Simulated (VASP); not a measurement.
A run of VASP 6.6.1 is set up as follows.

Contents of INCAR:

```
SYSTEM = PbSe
PREC = Accurate
ENCUT = 520
EDIFF = 1E-6
ISMEAR = -1
SIGMA = 0.01
LREAL = .False.
LASPH = .True.
NELM = 60
ALGO = Normal
ISIF = 2
LWAVE = .False.
LCHARG = .False.
GGA = PS
NBANDS = 17
```

KPOINTS

```
Automatic mesh
0
Gamma
  9 9 9
  0 0 0
```

POSCAR

```
PbSe
1.0
    0.0000000000      3.0621500000      3.1233930000
    3.0621500000      0.0000000000      3.1233930000
    3.0621500000      3.0621500000      0.0000000000
Pb Se
1 1
Direct
    0.0000000000      0.0000000000      0.0000000000
    0.5000000000      0.5000000000      0.5000000000
```

Potentials or basis: VASP PAW PBE potentials, release 64 (Pb_d, Se).

The run is started by

```sh
$ cat potpaw_PBE.64/Pb_d/POTCAR potpaw_PBE.64/Se/POTCAR > POTCAR
$ mpirun -np 1 vasp_std > vasp.out
```

Task: What does it give for the band gap on the k mesh?

Result: 0.66 eV, direct.

Task: Estimate the pressure.

Result: -1.5 GPa.

Stress tensor (GPa, compression positive):
```
-0.81  0.00  0.00
 0.00 -0.81  0.00
 0.00  0.00 -2.89
```

Caveat: the cell differs from its parent crystal (zz strain of +2 %); the PAW data sets were made with another functional, which shifts forces and pressure a little; spin-orbit coupling is left out, which moves the levels of the heavy elements. A k mesh can miss the band edges.
